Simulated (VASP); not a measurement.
# Al2Cu (ref) (I4/mcm) in VASP: single point with r2SCAN

Aim: the single point of Al2Cu (ref) with r2SCAN.

Program: VASP 6.6.1. These are calculated values, not measurements. Logs are shortened: lines on timing, memory, paths and dates and some standing lists are left out, and cuts for length are marked.

## 1. The cell of the first run

Symmetry: I4/mcm, No. 140, tetragonal system. Conventional cell: a = 6.002 Å, b = 6.002 Å, c = 4.800 Å, α = 90.00°, β = 90.00°, γ = 90.00°. Al (site symmetry m2m) has 4 Cu at 2.56 Å and 11 Al at 2.70 to 3.19 Å within 3.4 Å. Cu (site symmetry 422) has 2 Cu at 2.40 Å and 8 Al at 2.56 Å within 3.2 Å.

## 2. Single point, r2SCAN

Contents of POSCAR:

```
Al2Cu
1.0
   -3.0011233206      3.0011233206      2.4001882933
    3.0011233206     -3.0011233206      2.4001882933
    3.0011233206      3.0011233206     -2.4001882933
Al Cu
4 2
Direct
    0.3408006741      0.1591993259      0.5000000000
    0.1591993259      0.6591993259      0.8183986519
    0.8408006741      0.3408006741      0.1816013481
    0.6591993259      0.8408006741      0.5000000000
    0.7500000000      0.7500000000      0.0000000000
    0.2500000000      0.2500000000      0.0000000000
```

Contents of INCAR.step1:

```
SYSTEM = Al2Cu
ALGO     = Normal         ! electronic algorithm
EDIFF    = 1E-4           ! SCF threshold, eV
ENCUT    = 520            ! plane-wave cutoff, eV
GGA      = PE             ! functional
ISMEAR   = -1             ! smearing method
LASPH    = .True.         ! aspherical terms in the spheres
LCHARG   = .False.        ! write CHGCAR
LREAL    = .False.        ! projectors in reciprocal space
LWAVE    = .True.         ! write WAVECAR
NBANDS   = 26             ! bands
NELM     = 60             ! most SCF steps
PREC     = Accurate       ! precision mode
SIGMA    = 0.15           ! smearing width, eV
```

Contents of INCAR.step2:

```
SYSTEM = Al2Cu
ALGO     = Normal         ! electronic algorithm
EDIFF    = 1E-6           ! SCF threshold, eV
ENCUT    = 520            ! plane-wave cutoff, eV
ISIF     = 2              ! what is computed and relaxed
ISMEAR   = -1             ! smearing method
ISTART   = 1            
LASPH    = .True.         ! aspherical terms in the spheres
LCHARG   = .False.        ! write CHGCAR
LMIXTAU  = .True.       
LREAL    = .False.        ! projectors in reciprocal space
LWAVE    = .False.        ! write WAVECAR
METAGGA  = R2SCAN         ! meta-GGA
NBANDS   = 26             ! bands
NELM     = 60             ! most SCF steps
PREC     = Accurate       ! precision mode
SIGMA    = 0.15           ! smearing width, eV
```

Contents of KPOINTS:

```
k-points
0
Gamma
  12 12 12
  0 0 0
```

Potentials or basis: VASP PAW PBE potentials, release 64 (Al, Cu).

Run with:

```bash
$ cat potpaw_PBE.64/Al/POTCAR potpaw_PBE.64/Cu/POTCAR > POTCAR
$ cp INCAR.step1 INCAR
$ mpirun -np 1 vasp_std > vasp.out
$ cp INCAR.step2 INCAR
$ mpirun -np 1 vasp_std > vasp.out
```

OUTCAR:

```text
SYSTEM = Al2Cu
   EDIFF = 1E-6
   ENCUT = 520
   ISIF = 2
   ISMEAR = -1
   ISTART = 1
   LASPH = .True.
   LREAL = .False.
   METAGGA = R2SCAN
   NELM = 60
   PREC = Accurate

 ion  position               nearest neighbor table
   1  0.341  0.159  0.500-   5 2.56   6 2.56   6 2.56   5 2.56   4 2.70   4 2.85   4 2.85   2 3.07
                             3 3.07   2 3.07   3 3.07   2 3.19   3 3.19   3 3.19   2 3.19
   2  0.159  0.659  0.818-   5 2.56   6 2.56   5 2.56   6 2.56   3 2.70   3 2.85   3 2.85   1 3.07
                             4 3.07   4 3.07   1 3.07   1 3.19   4 3.19   1 3.19   4 3.19
   3  0.841  0.341  0.182-   5 2.56   6 2.56   5 2.56   6 2.56   2 2.70   2 2.85   2 2.85   1 3.07
                             4 3.07   4 3.07   1 3.07   1 3.19   4 3.19   4 3.19   1 3.19
   4  0.659  0.841  0.500-   6 2.56   5 2.56   5 2.56   6 2.56   1 2.70   1 2.85   1 2.85   2 3.07
                             3 3.07   2 3.07   3 3.07   2 3.19   3 3.19   2 3.19   3 3.19
   5  0.750  0.750  0.000-   6 2.40   6 2.40   2 2.56   3 2.56   2 2.56   3 2.56   4 2.56   1 2.56
                             4 2.56   1 2.56
   6  0.250  0.250  0.000-   5 2.40   5 2.40   2 2.56   3 2.56   2 2.56   3 2.56   1 2.56   1 2.56
                             4 2.56   4 2.56

  LATTYP: Found a body centered tetragonal cell.
 ALAT       =     6.0022466412
 C/A-ratio  =     0.7997633009

  Lattice vectors:

 A1 = (  -3.0011233206,   3.0011233206,   2.4001882933)
 A2 = (   3.0011233206,  -3.0011233206,   2.4001882933)
 A3 = (   3.0011233206,   3.0011233206,  -2.4001882933)

Analysis of symmetry for initial positions (statically):
=====================================================================
 Subroutine PRICEL returns:
 Original cell was already a primitive cell.

 Routine SETGRP: Setting up the symmetry group for a
 body centered tetragonal supercell.

 Subroutine GETGRP returns: Found 16 space group operations
 (whereof  8 operations were pure point group operations)
 out of a pool of 16 trial point group operations.

The static configuration has the point symmetry C_4h.
 The point group associated with its full space group is D_4h.

Analysis of symmetry for dynamics (positions and initial velocities):
=====================================================================
 Subroutine PRICEL returns:
 Original cell was already a primitive cell.

 Routine SETGRP: Setting up the symmetry group for a
 body centered tetragonal supercell.

 Subroutine GETGRP returns: Found 16 space group operations
 (whereof  8 operations were pure point group operations)
 out of a pool of 16 trial point group operations.

The dynamic configuration has the point symmetry C_4h.
 The point group associated with its full space group is D_4h.

 Subroutine INISYM returns: Found 16 space group operations
 (whereof  8 operations are pure point group operations),
 and found     1 'primitive' translations

----------------------------------------------------------------------------------------

                                     Primitive cell

  volume of cell :      86.4715

  direct lattice vectors                    reciprocal lattice vectors
    -3.001123321  3.001123321  2.400188293     0.000000000  0.166604283  0.208316990
     3.001123321 -3.001123321  2.400188293     0.166604283  0.000000000  0.208316990
     3.001123321  3.001123321 -2.400188293     0.166604283  0.166604283  0.000000000

  length of vectors
     4.875898503  4.875898503  4.875898503     0.266745113  0.266745113  0.235614037

  position of ions in fractional coordinates (direct lattice)
     0.340800674  0.159199326  0.500000000
     0.159199326  0.659199326  0.818398652
     0.840800674  0.340800674  0.181601348
     0.659199326  0.840800674  0.500000000
     0.750000000  0.750000000  0.000000000
     0.250000000  0.250000000  0.000000000

  ion indices of the primitive-cell ions
   primitive index   ion index
                 1           1
                 2           2
                 3           3
                 4           4
                 5           5
                 6           6

----------------------------------------------------------------------------------------

 KPOINTS: k-points

Automatic generation of k-mesh.
 Grid dimensions read from file:
 generate k-points for:   12   12   12

 Generating k-lattice:

  Cartesian coordinates                     Fractional coordinates (reciprocal lattice)
     0.000000000  0.013883690  0.017359749     0.083333333  0.000000000  0.000000000
     0.013883690  0.000000000  0.017359749     0.000000000  0.083333333  0.000000000
     0.013883690  0.013883690  0.000000000     0.000000000  0.000000000  0.083333333

  Length of vectors
     0.022228759  0.022228759  0.019634503

  Shift w.r.t. Gamma in fractional coordinates (k-lattice)
     0.000000000  0.000000000  0.000000000

 Subroutine IBZKPT returns following result:
 ===========================================

 Found    163 irreducible k-points:

 Following reciprocal coordinates:
            Coordinates               Weight
  0.000000  0.000000  0.000000      1.000000
  0.083333 -0.000000  0.000000      8.000000
  0.166667  0.000000  0.000000      8.000000
  0.250000  0.000000  0.000000      8.000000
  0.333333  0.000000 -0.000000      8.000000
  0.416667 -0.000000  0.000000      8.000000
[... 16 lines left out ...]
  0.500000  0.166667  0.000000     16.000000
 -0.416667  0.166667 -0.000000     16.000000
 [... further k-points ...]
   k-points           NKPTS =    163   k-points in BZ     NKDIM =    163   number of bands    NBANDS=     26
   number of dos      NEDOS =    301   number of ions     NIONS =      6
   total plane-waves  NPLWV =  46656
   dimension x,y,z NGX =    36 NGY =   36 NGZ =   36
   dimension x,y,z NGXF=    72 NGYF=   72 NGZF=   72
   ions per type =               4   2
   NGX,Y,Z   is equivalent  to a cutoff of  12.27, 12.27, 12.27 a.u.
   NGXF,Y,Z  is equivalent  to a cutoff of  24.55, 24.55, 24.55 a.u.
 SYSTEM =  Al2Cu
   PREC   = accura    normal or accurate (medium, high low for compatibility)
   ISTART =      1    job   : 0-new  1-cont  2-samecut
   ICHARG =      0    charge: 1-file 2-atom 10-const
   ISPIN  =      1    spin polarized calculation?
   LNONCOLLINEAR =      F non collinear calculations
   LSORBIT =      F    spin-orbit coupling
   LASPH  =      T    aspherical Exc in radial PAW
   ENCUT  =  520.0 eV  38.22 Ry    6.18 a.u.   9.07  9.07  9.07*2*pi/ulx,y,z
   NELM   =     60;   NELMIN=  2; NELMDL=  0     # of ELM steps
   EDIFF  = 0.1E-05   stopping-criterion for ELM
   LREAL  =      F    real-space projection
   EDIFFG = 0.1E-04   stopping-criterion for IOM
   NSW    =      0    number of steps for IOM
   IBRION =     -1    ionic relax: 0-MD 1-quasi-New 2-CG
   NFREE  =      0    steps in history (QN), initial steepest desc. (CG)
   ISIF   =      2    stress and relaxation
   ISYM   =      2    0-nonsym 1-usesym 2-fastsym
   POTIM  = 0.5000    time-step for ionic-motion
   TEBEG  =    0.0;   TEEND  =   0.0 temperature during run
   PSTRESS=    0.0 pullay stress
   NELECT =      34.0000    total number of electrons
   NUPDOWN=      -1.0000    fix difference up-down
   EMIN   =  10.00;   EMAX   =-10.00  energy-range for DOS
   EFERMI =   0.00;   METHOD = LEGACY
   ISMEAR =    -1;   SIGMA  =   0.15  broadening in eV -4-tet -1-fermi 0-gaus
   EFERMI_NEDOS =   21; number of points for ismear=-14 and -15
   IALGO  =     38    algorithm
   IMIX   =      4    mixing-type and parameters
     AMIX     =   0.40;   BMIX     =  1.00
     AMIX_MAG =   1.60;   BMIX_MAG =  1.00
  volume/ion in A,a.u.               =      14.41        97.26
  Fermi-wavevector in a.u.,A,eV,Ry     =   1.199343  2.266430 19.570948  1.438424
  Thomas-Fermi vector in A             =   2.335208
   LORBIT       =      0    0 simple, 1 ext, 2 COOP (PROOUT), +10 PAW based schemes
   METAGGA = R2SCAN    functional components
   LHFCALC =     F    Hartree Fock is set to
   AEXX    =    0.0000 exact exchange contribution
   IVDW    =     0    specifies the selected vdW correction
   LEPSILON=     F    determine dielectric tensor
   LRPA    =     F    only Hartree local field effects (RPA)
 non-spin polarized calculation
  energy-cutoff  :      520.00
  volume of cell :       86.47
 maximum number of plane-waves:      2357
   NGX = 19   NGY = 19   NGZ = 19

 number of electron      34.0000012 magnetization

 Free energy of the ion-electron system (eV)
  ---------------------------------------------------
  ext. energy  EPLUGINS =         0.00000000
  ---------------------------------------------------
  free energy    TOTEN  =       -49.61021208 eV

  energy without entropy =      -49.47101286  energy(sigma->0) =      -49.54061247

 E-fermi :   8.3151     XC(G=0): -11.8628

 val. band max:        8.3087510227   @ k =  -0.4167   0.4167   0.1667
 cond. band min:       8.3273281794   @ k =   0.0000   0.0000   0.0000
 fundamental gap:      0.0185771567
 Fermi energy:         8.3151433301

 k-point     1 :       0.0000    0.0000    0.0000
  band No.  band energies     occupation
      1      -3.3489      2.00000
      2       2.5823      2.00000
      3       2.8047      2.00000
      4       2.8048      2.00000
      5       2.8458      2.00000
      6       3.7860      2.00000
[... 18 lines left out ...]
     25      13.9965      0.00000
     26      14.5398      0.00000

 k-point     2 :       0.0833   -0.0000    0.0000
  band No.  band energies     occupation
      1      -3.2699      2.00000
      2       2.5718      2.00000
      3       2.7875      2.00000
      4       2.7989      2.00000
      5       2.8615      2.00000
      6       3.7720      2.00000
[... 18 lines left out ...]
     25      14.0853      0.00000
     26      14.8359      0.00000

 k-point     3 :       0.1667    0.0000    0.0000
  band No.  band energies     occupation
      1      -3.0335      2.00000
      2       2.5457      2.00000
      3       2.6774      2.00000
      4       2.7808      2.00000
      5       2.9029      2.00000
      6       3.7201      2.00000
[... 572 lines left out ...]
 k-point    23 :       0.5000    0.1667    0.0000
  band No.  band energies     occupation
      1      -1.3821      2.00000
      2       0.7466      2.00000
      3       1.2784      2.00000
      4       2.6606      2.00000
      5       3.0691      2.00000
      6       3.4205      2.00000
[... 18 lines left out ...]
     25      14.9912      0.00000
     26      15.5162      0.00000

 k-point    24 :      -0.4167    0.1667   -0.0000
  band No.  band energies     occupation
      1      -2.0373      2.00000
      2       1.3213      2.00000
      3       1.7151      2.00000
      4       2.7718      2.00000
      5       2.9811      2.00000
      6       3.4089      2.00000
[... 18 lines left out ...]
     25      14.6979      0.00000
     26      16.1514      0.00000

 [... further k-points ...]
[... 5 lines left out ...]
  --------------------------------------------------------------------------------------
  -------------------------------------------------------------------------------------
  Total       -0.1007349     -0.1007349     -0.0479107      0.0000000      0.0000000      0.0000000
  in kB       -1.8664555     -1.8664555     -0.8877081      0.0000000      0.0000000      0.0000000
  external PRESSURE =      -1.5402064 kB  Pullay stress =       0.0000000 kB

 VOLUME and BASIS-vectors are now :
 -----------------------------------------------------------------------------
  energy-cutoff  :      520.00
  volume of cell :       86.47
      direct lattice vectors                 reciprocal lattice vectors
    -3.001123321  3.001123321  2.400188293     0.000000000  0.166604283  0.208316990
     3.001123321 -3.001123321  2.400188293     0.166604283  0.000000000  0.208316990
     3.001123321  3.001123321 -2.400188293     0.166604283  0.166604283  0.000000000

 POSITION                                       TOTAL-FORCE (eV/Angst)
 -----------------------------------------------------------------------------------
      0.95555      2.04557      0.00000         0.000308     -0.000308      0.000000
      3.95668      0.95555     -0.00000         0.000308      0.000308      0.000000
     -0.95555      2.04557      2.40019        -0.000308     -0.000308     -0.000000
      2.04557      0.95555      2.40019        -0.000308      0.000308     -0.000000
      0.00000      0.00000      3.60028         0.000000      0.000000      0.000000
      0.00000      0.00000      1.20009        -0.000000     -0.000000      0.000000
 -----------------------------------------------------------------------------------
    total drift:                                0.000000     -0.000000      0.000000

  FREE ENERGIE OF THE ION-ELECTRON SYSTEM (eV)
  ---------------------------------------------------
  free  energy   TOTEN  =       -49.6102120814 eV

  energy  without entropy=      -49.4710128572  energy(sigma->0) =      -49.54061247
```

Wall time 16 min (1 thread of AMD EPYC 9R45 (Zen 5), shared host); peak memory 0.41 GiB.

Results:

```yaml
Free_energy: -49.6102 eV
Pressure: -0.2 GPa
Band_gap_on_the_k_mesh: zero (band 17 reaches 11.13 eV, above the bottom of band 18 at 6.39 eV)
```

Caveat: the PAW data sets were made with another functional, which shifts forces and pressure a little.
